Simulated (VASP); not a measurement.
# GaN (F-43m) in VASP: further runs

Aim: see how the results for GaN move with the level of theory and the settings. Levels: PBEsol, r2SCAN. Tasks: single point.

Everything below comes from runs of VASP 6.6.1. Logs are shortened: lines on timing, memory, paths and dates and some standing lists are left out, and cuts for length are marked.

## (1) The cell of the first run

It takes space group F-43m (No. 216, cubic). Conventional cell: a = 4.498 Å, b = 4.498 Å, c = 4.498 Å, α = 90.00°, β = 90.00°, γ = 90.00°. Ga (site symmetry -43m) has 4 N at 1.95 Å within 2.6 Å. N (site symmetry -43m) has 4 Ga at 1.95 Å within 2.6 Å.

## (2) Single point, PBEsol

INCAR reads:

```
SYSTEM = GaN
ALGO     = Normal         ! electronic algorithm
EDIFF    = 1E-6           ! SCF threshold, eV
ENCUT    = 600            ! plane-wave cutoff, eV
GGA      = PS             ! functional
GGA_COMPAT= .FALSE.      
ISIF     = 2              ! what is computed and relaxed
ISMEAR   = -1             ! smearing method
LASPH    = .TRUE.         ! aspherical terms in the spheres
LCHARG   = .FALSE.        ! write CHGCAR
LREAL    = .FALSE.        ! projectors in reciprocal space
LWAVE    = .FALSE.        ! write WAVECAR
NBANDS   = 16             ! bands
NELM     = 120            ! most SCF steps
PREC     = Accurate       ! precision mode
SIGMA    = 0.05           ! smearing width, eV
```

KPOINTS reads:

```
k-points
0
G
  9 9 9
  0 0 0
```

POSCAR reads:

```
GaN
1.0
    0.0000000000      2.2490600000      2.2490600000
    2.2490600000      0.0000000000      2.2490600000
    2.2490600000      2.2490600000      0.0000000000
Ga N
1 1
Direct
    0.0000000000      0.0000000000      0.0000000000
    0.2500000000      0.2500000000      0.2500000000
```

Potentials or basis: VASP PAW PBE potentials, release 64 (Ga_d, N).

Launch:

```bash
> cat potpaw_PBE.64/Ga_d/POTCAR potpaw_PBE.64/N/POTCAR > POTCAR
> mpirun -np 1 vasp_std > vasp.out
```

OUTCAR:

```text
SYSTEM = GaN
   EDIFF = 1E-6
   ENCUT = 600
   GGA = PS
   ISIF = 2
   ISMEAR = -1
   LASPH = .TRUE.
   LREAL = .FALSE.
   NELM = 120
   PREC = Accurate

 ion  position               nearest neighbor table
   1  0.000  0.000  0.000-   2 1.95   2 1.95   2 1.95   2 1.95
   2  0.250  0.250  0.250-   1 1.95   1 1.95   1 1.95   1 1.95

  LATTYP: Found a face centered cubic cell.
 ALAT       =     4.4981200000

  Lattice vectors:

 A1 = (   0.0000000000,   2.2490600000,   2.2490600000)
 A2 = (   2.2490600000,   0.0000000000,   2.2490600000)
 A3 = (   2.2490600000,   2.2490600000,   0.0000000000)

Analysis of symmetry for initial positions (statically):
=====================================================================
 Subroutine PRICEL returns:
 Original cell was already a primitive cell.

 Routine SETGRP: Setting up the symmetry group for a
 face centered cubic supercell.

 Subroutine GETGRP returns: Found 24 space group operations
 (whereof 24 operations were pure point group operations)
 out of a pool of 48 trial point group operations.

The static configuration has the point symmetry T_d .

Analysis of symmetry for dynamics (positions and initial velocities):
=====================================================================
 Subroutine PRICEL returns:
 Original cell was already a primitive cell.

 Routine SETGRP: Setting up the symmetry group for a
 face centered cubic supercell.

 Subroutine GETGRP returns: Found 24 space group operations
 (whereof 24 operations were pure point group operations)
 out of a pool of 48 trial point group operations.

The dynamic configuration has the point symmetry T_d .

 Subroutine INISYM returns: Found 24 space group operations
 (whereof 24 operations are pure point group operations),
 and found     1 'primitive' translations

----------------------------------------------------------------------------------------

                                     Primitive cell

  volume of cell :      22.7527

  direct lattice vectors                    reciprocal lattice vectors
     0.000000000  2.249060000  2.249060000    -0.222315101  0.222315101  0.222315101
     2.249060000  0.000000000  2.249060000     0.222315101 -0.222315101  0.222315101
     2.249060000  2.249060000  0.000000000     0.222315101  0.222315101 -0.222315101

  length of vectors
     3.180651155  3.180651155  3.180651155     0.385061049  0.385061049  0.385061049

  position of ions in fractional coordinates (direct lattice)
     0.000000000  0.000000000  0.000000000
     0.250000000  0.250000000  0.250000000

  ion indices of the primitive-cell ions
   primitive index   ion index
                 1           1
                 2           2

----------------------------------------------------------------------------------------

 KPOINTS: k-points

Automatic generation of k-mesh.
 Grid dimensions read from file:
 generate k-points for:    9    9    9

 Generating k-lattice:

  Cartesian coordinates                     Fractional coordinates (reciprocal lattice)
    -0.024701678  0.024701678  0.024701678     0.111111111  0.000000000  0.000000000
     0.024701678 -0.024701678  0.024701678     0.000000000  0.111111111  0.000000000
     0.024701678  0.024701678 -0.024701678     0.000000000  0.000000000  0.111111111

  Length of vectors
     0.042784561  0.042784561  0.042784561

  Shift w.r.t. Gamma in fractional coordinates (k-lattice)
     0.000000000  0.000000000  0.000000000

 Subroutine IBZKPT returns following result:
 ===========================================

 Found     35 irreducible k-points:

 Following reciprocal coordinates:
            Coordinates               Weight
  0.000000  0.000000  0.000000      1.000000
  0.111111  0.000000  0.000000      8.000000
  0.222222  0.000000  0.000000      8.000000
  0.333333  0.000000  0.000000      8.000000
  0.444444  0.000000  0.000000      8.000000
  0.111111  0.111111  0.000000      6.000000
[... 16 lines left out ...]
 -0.333333  0.333333  0.000000     12.000000
  0.444444  0.444444  0.000000      6.000000
 [... further k-points ...]
   k-points           NKPTS =     35   k-points in BZ     NKDIM =     35   number of bands    NBANDS=     16
   number of dos      NEDOS =    301   number of ions     NIONS =      2
   total plane-waves  NPLWV =  21952
   dimension x,y,z NGX =    28 NGY =   28 NGZ =   28
   dimension x,y,z NGXF=    56 NGYF=   56 NGZF=   56
   ions per type =               1   1
   NGX,Y,Z   is equivalent  to a cutoff of  14.64, 14.64, 14.64 a.u.
   NGXF,Y,Z  is equivalent  to a cutoff of  29.27, 29.27, 29.27 a.u.
 SYSTEM =  GaN
   PREC   = accura    normal or accurate (medium, high low for compatibility)
   ISTART =      0    job   : 0-new  1-cont  2-samecut
   ICHARG =      2    charge: 1-file 2-atom 10-const
   ISPIN  =      1    spin polarized calculation?
   LNONCOLLINEAR =      F non collinear calculations
   LSORBIT =      F    spin-orbit coupling
   LASPH  =      T    aspherical Exc in radial PAW
   ENCUT  =  600.0 eV  44.10 Ry    6.64 a.u.   6.35  6.35  6.35*2*pi/ulx,y,z
   NELM   =    120;   NELMIN=  2; NELMDL= -5     # of ELM steps
   EDIFF  = 0.1E-05   stopping-criterion for ELM
   LREAL  =      F    real-space projection
   EDIFFG = 0.1E-04   stopping-criterion for IOM
   NSW    =      0    number of steps for IOM
   IBRION =     -1    ionic relax: 0-MD 1-quasi-New 2-CG
   NFREE  =      0    steps in history (QN), initial steepest desc. (CG)
   ISIF   =      2    stress and relaxation
   ISYM   =      2    0-nonsym 1-usesym 2-fastsym
   POTIM  = 0.5000    time-step for ionic-motion
   TEBEG  =    0.0;   TEEND  =   0.0 temperature during run
   PSTRESS=    0.0 pullay stress
   NELECT =      18.0000    total number of electrons
   NUPDOWN=      -1.0000    fix difference up-down
   EMIN   =  10.00;   EMAX   =-10.00  energy-range for DOS
   EFERMI =   0.00;   METHOD = LEGACY
   ISMEAR =    -1;   SIGMA  =   0.05  broadening in eV -4-tet -1-fermi 0-gaus
   EFERMI_NEDOS =   21; number of points for ismear=-14 and -15
   IALGO  =     38    algorithm
   IMIX   =      4    mixing-type and parameters
     AMIX     =   0.40;   BMIX     =  1.00
     AMIX_MAG =   1.60;   BMIX_MAG =  1.00
  volume/ion in A,a.u.               =      11.38        76.77
  Fermi-wavevector in a.u.,A,eV,Ry     =   1.514100  2.861235 31.191349  2.292500
  Thomas-Fermi vector in A             =   2.623803
   LORBIT       =      0    0 simple, 1 ext, 2 COOP (PROOUT), +10 PAW based schemes
   GGA     = PS    functional components
   LHFCALC =     F    Hartree Fock is set to
   AEXX    =    0.0000 exact exchange contribution
   IVDW    =     0    specifies the selected vdW correction
   LEPSILON=     F    determine dielectric tensor
   LRPA    =     F    only Hartree local field effects (RPA)
 non-spin polarized calculation
  energy-cutoff  :      600.00
  volume of cell :       22.75
 maximum number of plane-waves:       771
 NGX is ok and might be reduce to    28
   NGX = 13   NGY = 13   NGZ = 13

 number of electron      18.0000005 magnetization

 Free energy of the ion-electron system (eV)
  ---------------------------------------------------
  ext. energy  EPLUGINS =         0.00000000
  ---------------------------------------------------
  free energy    TOTEN  =       -13.12414680 eV

  energy without entropy =      -13.12414680  energy(sigma->0) =      -13.12414680

 E-fermi :   6.1162     XC(G=0): -11.9338

 val. band max:        5.2140925187   @ k =   0.0000   0.0000   0.0000
 cond. band min:       6.9349020363   @ k =   0.0000   0.0000   0.0000
 fundamental gap:      1.7208095176
 Fermi energy:         6.1162001129

 k-point     1 :       0.0000    0.0000    0.0000
  band No.  band energies     occupation
      1     -10.7696      2.00000
      2      -8.1949      2.00000
      3      -8.1949      2.00000
      4      -8.1949      2.00000
      5      -7.8637      2.00000
      6      -7.8637      2.00000
[... 8 lines left out ...]
     15      23.9507      0.00000
     16      23.9507      0.00000

 k-point     2 :       0.1111    0.0000    0.0000
  band No.  band energies     occupation
      1     -10.6299      2.00000
      2      -8.1778      2.00000
      3      -8.1778      2.00000
      4      -8.1480      2.00000
      5      -7.8652      2.00000
      6      -7.8652      2.00000
[... 8 lines left out ...]
     15      22.5342      0.00000
     16      22.5342      0.00000

 k-point     3 :       0.2222    0.0000    0.0000
  band No.  band energies     occupation
      1     -10.2916      2.00000
      2      -8.1407      2.00000
      3      -8.1407      2.00000
      4      -7.9370      2.00000
      5      -7.8622      2.00000
      6      -7.8622      2.00000
[... 8 lines left out ...]
     15      21.9044      0.00000
     16      21.9044      0.00000

 k-point     4 :       0.3333    0.0000    0.0000
  band No.  band energies     occupation
      1      -9.9730      2.00000
      2      -8.1134      2.00000
      3      -8.1134      2.00000
      4      -7.8425      2.00000
      5      -7.8425      2.00000
      6      -7.4142      2.00000
[... 8 lines left out ...]
     15      22.8082      0.00000
     16      22.8082      0.00000
[... 324 lines left out ...]
 k-point    22 :      -0.4444    0.3333    0.0000
  band No.  band energies     occupation
      1      -9.6440      2.00000
      2      -8.0768      2.00000
      3      -7.9346      2.00000
      4      -7.9338      2.00000
      5      -7.8125      2.00000
      6      -6.1249      2.00000
[... 8 lines left out ...]
     15      26.4997      0.00000
     16      27.9838      0.00000

 k-point    23 :      -0.3333    0.3333    0.0000
  band No.  band energies     occupation
      1      -9.6601      2.00000
      2      -8.0821      2.00000
      3      -7.9644      2.00000
      4      -7.9119      2.00000
      5      -7.8451      2.00000
      6      -6.1099      2.00000
[... 8 lines left out ...]
     15      24.0820      0.00000
     16      28.0573      0.00000

 k-point    24 :       0.4444    0.4444    0.0000
  band No.  band energies     occupation
      1      -9.6388      2.00000
      2      -8.1055      2.00000
      3      -7.8917      2.00000
      4      -7.8917      2.00000
      5      -7.7868      2.00000
      6      -6.3438      2.00000
[... 8 lines left out ...]
     15      27.1165      0.00000
     16      29.4084      0.00000

 [... further k-points ...]

------------------------ aborting loop because EDIFF is reached ----------------------------------------

  FORCE on cell =-STRESS in cart. coord.  units (eV):
  Direction    XX          YY          ZZ          XY          YZ          ZX
  --------------------------------------------------------------------------------------
  -------------------------------------------------------------------------------------
  Total       -0.0547418     -0.0547418     -0.0547418      0.0000000      0.0000000      0.0000000
  in kB       -3.8547518     -3.8547518     -3.8547518      0.0000000      0.0000000      0.0000000
  external PRESSURE =      -3.8547518 kB  Pullay stress =       0.0000000 kB

 VOLUME and BASIS-vectors are now :
 -----------------------------------------------------------------------------
  energy-cutoff  :      600.00
  volume of cell :       22.75
      direct lattice vectors                 reciprocal lattice vectors
     0.000000000  2.249060000  2.249060000    -0.222315101  0.222315101  0.222315101
     2.249060000  0.000000000  2.249060000     0.222315101 -0.222315101  0.222315101
     2.249060000  2.249060000  0.000000000     0.222315101  0.222315101 -0.222315101

 POSITION                                       TOTAL-FORCE (eV/Angst)
 -----------------------------------------------------------------------------------
      0.00000      0.00000      0.00000        -0.000000     -0.000000     -0.000000
      1.12453      1.12453      1.12453         0.000000      0.000000      0.000000
 -----------------------------------------------------------------------------------
    total drift:                                0.000000      0.000000      0.000000

  FREE ENERGIE OF THE ION-ELECTRON SYSTEM (eV)
  ---------------------------------------------------
  free  energy   TOTEN  =       -13.1241468004 eV

  energy  without entropy=      -13.1241468001  energy(sigma->0) =      -13.12414680
```

It took 25 s on 1 thread of Intel Xeon 8259CL, shared host; peak memory 0.16 GiB.

What came out:

```
Free energy            : -13.1241 eV
Pressure               : -0.4 GPa
Band gap on the k mesh : 1.72 eV
```

Caveat: the PAW data sets were made with another functional, which shifts forces and pressure a little.

## (3) Single point, r2SCAN

POSCAR is that of step 2.

INCAR.step1 reads:

```
PREC = Accurate ; ENCUT = 660
ISMEAR = -1 ; SIGMA = 0.05
LREAL = F ; LASPH = T
NELM = 120 ; NBANDS = 16
GGA = PE ; ALGO = Normal
EDIFF = 1E-5 ; LWAVE = T
LCHARG = F ; GGA_COMPAT = F
```

INCAR.step2 reads:

```
PREC = Accurate ; ENCUT = 660
EDIFF = 1E-6 ; ISMEAR = -1
SIGMA = 0.05 ; LREAL = F
LASPH = T ; NELM = 120
ALGO = Normal ; ISIF = 2
LWAVE = F ; LCHARG = F
METAGGA = R2SCAN ; LMIXTAU = T
NBANDS = 16 ; ISTART = 1
GGA_COMPAT = F
```

KPOINTS reads:

```
regular mesh
0
Gamma
  9 9 9
```

Potentials or basis: VASP PAW PBE potentials, release 64 (Ga_d, N).

Launch:

```bash
> cat potpaw_PBE.64/Ga_d/POTCAR potpaw_PBE.64/N/POTCAR > POTCAR
> cp INCAR.step1 INCAR
> mpirun -np 1 vasp_std > vasp.out
> cp INCAR.step2 INCAR
> mpirun -np 1 vasp_std > vasp.out
```

OUTCAR:

```text
PREC = Accurate
   ENCUT = 660
   EDIFF = 1E-6
   ISMEAR = -1
   LREAL = F
   LASPH = T
   NELM = 120
   ISIF = 2
   METAGGA = R2SCAN
   ISTART = 1

 ion  position               nearest neighbor table
   1  0.000  0.000  0.000-   2 1.95   2 1.95   2 1.95   2 1.95
   2  0.250  0.250  0.250-   1 1.95   1 1.95   1 1.95   1 1.95

  LATTYP: Found a face centered cubic cell.
 ALAT       =     4.4981200000

  Lattice vectors:

 A1 = (   0.0000000000,   2.2490600000,   2.2490600000)
 A2 = (   2.2490600000,   0.0000000000,   2.2490600000)
[... 624 lines left out ...]
      4      -8.4446      2.00000
      5      -8.3210      2.00000
      6      -7.0318      2.00000
[... 8 lines left out ...]
     15      28.0825      0.00000
     16      30.1315      0.00000

 [... further k-points ...]
[... 5 lines left out ...]
  --------------------------------------------------------------------------------------
  -------------------------------------------------------------------------------------
  Total        0.1738680      0.1738680      0.1738680      0.0000000      0.0000000      0.0000000
  in kB       12.2432578     12.2432578     12.2432578      0.0000000      0.0000000      0.0000000
  external PRESSURE =      12.2432578 kB  Pullay stress =       0.0000000 kB

 VOLUME and BASIS-vectors are now :
 -----------------------------------------------------------------------------
  energy-cutoff  :      660.00
  volume of cell :       22.75
      direct lattice vectors                 reciprocal lattice vectors
     0.000000000  2.249060000  2.249060000    -0.222315101  0.222315101  0.222315101
     2.249060000  0.000000000  2.249060000     0.222315101 -0.222315101  0.222315101
     2.249060000  2.249060000  0.000000000     0.222315101  0.222315101 -0.222315101

 POSITION                                       TOTAL-FORCE (eV/Angst)
 -----------------------------------------------------------------------------------
      0.00000      0.00000      0.00000        -0.000000     -0.000000     -0.000000
      1.12453      1.12453      1.12453         0.000000      0.000000      0.000000
 -----------------------------------------------------------------------------------
    total drift:                               -0.000002     -0.000002     -0.000001

  FREE ENERGIE OF THE ION-ELECTRON SYSTEM (eV)
  ---------------------------------------------------
  free  energy   TOTEN  =       -21.8974153335 eV

  energy  without entropy=      -21.8974153334  energy(sigma->0) =      -21.89741533
```

It took 2.5 min on 1 thread of Intel Xeon 8259CL, shared host; peak memory 0.17 GiB.

What came out:

```yaml
Free_energy: -21.8974 eV
Pressure: 1.2 GPa
Band_gap_on_the_k_mesh: 2.16 eV
```

Levels at points of the mesh, in eV from the valence-band top:
```tsv
k point	band 7	band 8	band 9	band 10	band 11	band 12
(0.00, 0.00, 0.00)	0.00	0.00	0.00	2.16	11.04	11.04
```

Caveat: the PAW data sets were made with another functional, which shifts forces and pressure a little.
